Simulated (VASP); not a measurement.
# Si (P6_3/mmc) in VASP: notebook, part 2 of 2

VASP 6.6.1. The steps go on from the part before.

## (3) Single point, r2SCAN0

The input, POSCAR:

```
Si
1.0
    3.8313174605      0.0000000000      0.0000000000
   -1.9156587303      3.3180182508      0.0000000000
    0.0000000000      0.0000000000      6.3326220002
Si
4
Direct
    0.6666666667      0.3333333333      0.9369905000
    0.3333333333      0.6666666667      0.4369905000
    0.6666666667      0.3333333333      0.5630095000
    0.3333333333      0.6666666667      0.0630095000
```

The input, INCAR.step1:

```
SYSTEM = Si
PREC = Accurate
ENCUT = 520
EDIFF = 1E-5
ISMEAR = -1
SIGMA = 0.05
LREAL = .FALSE.
LASPH = .TRUE.
NELM = 100
ALGO = Normal
ISIF = 2
LWAVE = .TRUE.
LCHARG = .FALSE.
NBANDS = 16
GGA = PE
```

The input, INCAR.step2:

```
SYSTEM = Si
PREC = Accurate
ENCUT = 520
EDIFF = 1E-7
ISMEAR = -1
SIGMA = 0.05
LREAL = .FALSE.
LASPH = .TRUE.
NELM = 100
ALGO = Normal
ISIF = 2
LWAVE = .FALSE.
LCHARG = .FALSE.
METAGGA = R2SCAN
LHFCALC = .TRUE.
AEXX = 0.25
LMIXTAU = .TRUE.
PRECFOCK = Normal
NBANDS = 16
ISTART = 1
```

The input, KPOINTS:

```
regular mesh
0
G
  4 4 2
  0 0 0
```

Potentials or basis: VASP PAW PBE potentials, release 64 (Si).

Started as:

```sh
$ cat potpaw_PBE.64/Si/POTCAR > POTCAR
$ cp INCAR.step1 INCAR
$ mpirun -np 1 vasp_std > vasp.out
$ cp INCAR.step2 INCAR
$ mpirun -np 1 vasp_std > vasp.out
```

OUTCAR:

```text
SYSTEM = Si
   PREC = Accurate
   ENCUT = 520
   EDIFF = 1E-7
   ISMEAR = -1
   LREAL = .FALSE.
   LASPH = .TRUE.
   NELM = 100
   ISIF = 2
   METAGGA = R2SCAN
   LHFCALC = .TRUE.
   AEXX = 0.25
   PRECFOCK = Normal
   ISTART = 1

 ion  position               nearest neighbor table
   1  0.667  0.333  0.937-   4 2.35   4 2.35   4 2.35   3 2.37
   2  0.333  0.667  0.437-   3 2.35   3 2.35   3 2.35   4 2.37
   3  0.667  0.333  0.563-   2 2.35   2 2.35   2 2.35   1 2.37
   4  0.333  0.667  0.063-   1 2.35   1 2.35   1 2.35   2 2.37

  LATTYP: Found a hexagonal cell.
 ALAT       =     3.8313174605
 C/A-ratio  =     1.6528575524

  Lattice vectors:

 A1 = (   3.8313174605,   0.0000000000,   0.0000000000)
 A2 = (  -1.9156587303,   3.3180182508,   0.0000000000)
 A3 = (   0.0000000000,   0.0000000000,   6.3326220002)

Analysis of symmetry for initial positions (statically):
=====================================================================
 Subroutine PRICEL returns:
 Original cell was already a primitive cell.

 Routine SETGRP: Setting up the symmetry group for a
 hexagonal supercell.

 Subroutine GETGRP returns: Found 24 space group operations
 (whereof 12 operations were pure point group operations)
 out of a pool of 24 trial point group operations.

The static configuration has the point symmetry D_3d.
 The point group associated with its full space group is D_6h.

Analysis of symmetry for dynamics (positions and initial velocities):
=====================================================================
 Subroutine PRICEL returns:
 Original cell was already a primitive cell.

 Routine SETGRP: Setting up the symmetry group for a
 hexagonal supercell.

 Subroutine GETGRP returns: Found 24 space group operations
 (whereof 12 operations were pure point group operations)
 out of a pool of 24 trial point group operations.

The dynamic configuration has the point symmetry D_3d.
[... 113 lines left out ...]
   LHFCALC =     T    Hartree Fock is set to
   PRECFOCK=normal    Normal, Fast or Accurate (Low or Medium for compatibility)
   ENCUT4O =  -1.0   cutoff for four orbital integrals eV
   NKREDX  =     1    reduce k-point grid by
   NKREDY  =     1    reduce k-point grid by
   NKREDZ  =     1    reduce k-point grid by
   AEXX    =    0.2500 exact exchange contribution
   HFSCREEN=    0.0000 screening length (either q_TF or 0.3 A-1)
   HFSCREENC=   0.0000 screening length for correlation (either q_TF or 0.3 A-1)
   ENCUTFOCK=  -1.0 apply spherical cutoff to Coloumb kernel
   IVDW    =     0    specifies the selected vdW correction
   LEPSILON=     F    determine dielectric tensor
   LRPA    =     F    only Hartree local field effects (RPA)
 non-spin polarized calculation
  energy-cutoff  :      520.00
  volume of cell :       80.50
 maximum number of plane-waves:      2200
  NGX = 24; NGY = 24; NGZ = 36

 number of electron      15.9999999 magnetization

 Free energy of the ion-electron system (eV)
  ---------------------------------------------------
  ext. energy  EPLUGINS =         0.00000000
  ---------------------------------------------------
  free energy    TOTEN  =       -37.00788961 eV

  energy without entropy =      -37.00788961  energy(sigma->0) =      -37.00788961

 E-fermi :   6.2067     XC(G=0):  -7.6734

 val. band max:        5.3030217263   @ k =   0.0000   0.0000   0.0000
 cond. band min:       7.1332789610   @ k =   0.5000   0.0000   0.0000
 fundamental gap:      1.8302572347
 Fermi energy:         6.2066957538

 k-point     1 :       0.0000    0.0000    0.0000
  band No.  band energies     occupation
      1      -8.6444      2.00000
      2      -6.0264      2.00000
      3      -2.9293      2.00000
      4       3.5589      2.00000
      5       3.5589      2.00000
      6       4.9636      2.00000
[... 129 lines left out ...]
      3      -2.3070      2.00000
      4      -2.3070      2.00000
      5       0.9336      2.00000
      6       0.9336      2.00000
[... 8 lines left out ...]
     15      12.5764      0.00000
     16      12.5764      0.00000

------------------------ aborting loop because EDIFF is reached ----------------------------------------

  FORCE on cell =-STRESS in cart. coord.  units (eV):
  Direction    XX          YY          ZZ          XY          YZ          ZX
  --------------------------------------------------------------------------------------
  -------------------------------------------------------------------------------------
  Total       -0.3188172     -0.3188172     -0.7945535      0.0000000     -0.0000000      0.0000000
  in kB       -6.3451492     -6.3451492    -15.8133266      0.0000000     -0.0000000      0.0000000
  external PRESSURE =      -9.5012083 kB  Pullay stress =       0.0000000 kB

 VOLUME and BASIS-vectors are now :
 -----------------------------------------------------------------------------
  energy-cutoff  :      520.00
  volume of cell :       80.50
      direct lattice vectors                 reciprocal lattice vectors
     3.831317461  0.000000000  0.000000000     0.261006823  0.150692360  0.000000000
    -1.915658730  3.318018251  0.000000000     0.000000000  0.301384720  0.000000000
     0.000000000  0.000000000  6.332622000     0.000000000  0.000000000  0.157912473

 POSITION                                       TOTAL-FORCE (eV/Angst)
 -----------------------------------------------------------------------------------
      1.91566      1.10601      5.93361        -0.000000      0.000000      0.082814
     -0.00000      2.21201      2.76730         0.000000     -0.000000      0.082814
      1.91566      1.10601      3.56533        -0.000000      0.000000     -0.082814
     -0.00000      2.21201      0.39902         0.000000     -0.000000     -0.082814
 -----------------------------------------------------------------------------------
    total drift:                                0.000000      0.000000      0.000000

  FREE ENERGIE OF THE ION-ELECTRON SYSTEM (eV)
  ---------------------------------------------------
  free  energy   TOTEN  =       -37.0078896101 eV

  energy  without entropy=      -37.0078896067  energy(sigma->0) =      -37.00788961
```

OSZICAR.step1:

```text
N       E                     dE             d eps       ncg     rms          rms(c)
DAV:   1     0.269266496566E+02    0.26927E+02   -0.58995E+03   256   0.814E+02
DAV:   2    -0.198334191809E+02   -0.46760E+02   -0.41928E+02   360   0.121E+02
DAV:   3    -0.218283059695E+02   -0.19949E+01   -0.19776E+01   328   0.233E+01
DAV:   4    -0.218519744444E+02   -0.23668E-01   -0.23665E-01   312   0.325E+00
DAV:   5    -0.218524015718E+02   -0.42713E-03   -0.42712E-03   336   0.409E-01    0.692E+00
DAV:   6    -0.215877154940E+02    0.26469E+00   -0.10748E-01   296   0.154E+00    0.423E+00
DAV:   7    -0.214660801725E+02    0.12164E+00   -0.23165E-01   296   0.236E+00    0.255E-01
DAV:   8    -0.214688200843E+02   -0.27399E-02   -0.16597E-02   296   0.637E-01    0.106E-01
DAV:   9    -0.214693541201E+02   -0.53404E-03   -0.71936E-04   320   0.152E-01    0.862E-02
DAV:  10    -0.214695132219E+02   -0.15910E-03   -0.20090E-04   312   0.696E-02    0.163E-02
DAV:  11    -0.214695135880E+02   -0.36606E-06   -0.39591E-06   232   0.116E-02
   1 F= -.21469514E+02 E0= -.21468863E+02  d E =-.130102E-02
```

It took 13 min on 1 thread of Intel Xeon 8259CL, shared host; peak memory 0.2 GiB.

Results:

```yaml
Free_energy: -37.0079 eV
Pressure: -1.0 GPa
Largest_force: 0.083 eV/Å
Band_gap_on_the_k_mesh: 1.83 eV (least direct gap 2.65 eV)
```

Forces in eV/Å, atoms in the order of the input:
```
Si   0.000  0.000  0.083
Si   0.000  0.000  0.083
Si   0.000  0.000 -0.083
Si   0.000  0.000 -0.083
```

Stress tensor (GPa, compression positive):
```
-0.63  0.00  0.00
 0.00 -0.63  0.00
 0.00  0.00 -1.58
```

Caveat: the k points lie up to 0.50 Å⁻¹ apart; the PAW data sets were made with another functional, which shifts forces and pressure a little. A k mesh can miss the band edges.
